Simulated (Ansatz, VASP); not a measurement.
## AlPd4: VASP beside Ansatz

```
Al Pd
1.0
    -2.99022    2.99022    2.56996
     2.99022   -2.99022    2.56996
     2.99022    2.99022   -2.56996
Al Pd
1 4
Direct
  0.00000 0.00000 0.00000
  0.71783 0.71783 0.43566
  0.28217 0.28217 0.56434
  0.71783 0.28217 0.00000
  0.28217 0.71783 0.00000
```

Alike in both runs: functional PBE; k mesh 6 × 6 × 6; occupations gaussian, width 0.1 eV; no spin polarisation.

Ansatz relaxed the structure, and its values are those at the end. VASP's run is a single point on that final structure, the one shown.

|  | VASP | Ansatz |
| --- | --- | --- |
| version | VASP 6.6.1 | Ansatz 0.2.0 |
| potentials or method | VASP PAW PBE potentials, release 64 (Al, Pd), cutoff 520 eV | scalar-relativistic, plane waves, PAW |
| valence electrons in the cell | 43 | 75 |

|  | VASP | Ansatz | Ansatz less VASP |
| --- | --- | --- | --- |
| gap on the k mesh at the Fermi level (eV) | none | none | - |
| pressure (GPa) | -0.1 | 0.1 | +0.17 |
| rms of the force components (eV/Å) | 0.019 | 0.003 | -0.0161 |

A gap of «none» marks a metal or a gap that the smearing closes. VASP's potentials hold 43 valence electrons a cell and Ansatz's 75, so a difference there can come from the potentials and not from the codes.
